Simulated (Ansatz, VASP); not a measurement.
One calculation of PbF2, two programs

Contents of INCAR:

```
PREC = Accurate ; ENCUT = 520
EDIFF = 1E-6 ; ISMEAR = 0
SIGMA = 0.01 ; LREAL = F
LASPH = T ; NELM = 60
ALGO = Normal ; ISIF = 2
LWAVE = F ; LCHARG = F
GGA = PS ; NBANDS = 21
```

File KPOINTS:

```
regular mesh
0
Gamma
  8 8 8
```

The input POSCAR:

```
PbF2
1.0
    2.9493365922      2.9493365922      0.0000000000
   -2.9493365922      2.9493365922      0.0000000000
    0.0000000000      2.9493365922      2.9493365922
Pb F
1 2
Direct
    0.0000000000      0.0000000000      0.0000000000
    0.2500000000      0.7500000000      0.5000000000
    0.7500000000      0.2500000000      0.5000000000
```

Input for Ansatz:

```yaml
crystal:
  lattice:
    - [2.94933659215, 2.94933659215, 0.0]
    - [-2.94933659215, 2.94933659215, 0.0]
    - [0.0, 2.94933659215, 2.94933659215]
  atoms:
    - { symbol: Pb, position: [0.0, 0.0, 0.0] }
    - { symbol: F, position: [0.25, 0.75, 0.5] }
    - { symbol: F, position: [0.75, 0.25, 0.5] }
kpoints:
  mp_grid: { grid: [8, 8, 8] }
scf:
  occupations: { method: fixed }
  convergence: { dr2_threshold: 1.0e-10 }
hamiltonian:
  xc: pbesol
  pseudopotentials: { kind: all_electron, lapw: { basis_error: 0.0005 } }
output:
  forces: true
  stress: true
  eigenstates:
    kpoints:
      - [0.0, 0.0, 0.0]
      - [-0.5, 0.5, 0.0]
      - [-0.5, -0.5, -0.5]
      - [0.0, 0.0, -0.5]
      - [0.5, 0.0, 0.0]
      - [0.0, 0.5, 0.5]
      - [0.0, -0.5, 0.0]
      - [0.5, 0.0, 0.5]
      - [-0.75, 0.25, -0.25]
      - [-0.75, -0.25, -0.5]
      - [-0.5, -0.5, -0.75]
  eigenvalues: true
```

Change from the starting cell: unstrained.

Alike in both runs: task single point; functional PBEsol; k mesh 8 × 8 × 8; no spin polarisation.

```csv
,VASP,Ansatz
version,VASP 6.6.1,Ansatz 0.2.0
potentials or method,"VASP PAW PBE potentials, release 64 (Pb_d, F), cutoff 520 eV","all-electron LAPW, scalar-relativistic"
occupations,"gaussian, width 0.01 eV",fixed
```

```csv
,VASP,Ansatz,Ansatz less VASP
gap on the k mesh at the Fermi level (eV),4.30,4.30,-0.003
pressure (GPa),-0.2,0.0,+0.23
```

VASP's potentials were made for PBE, not for PBEsol. Ansatz ran all-electron here, and VASP with PAW potentials.

Spin-orbit coupling is off throughout.
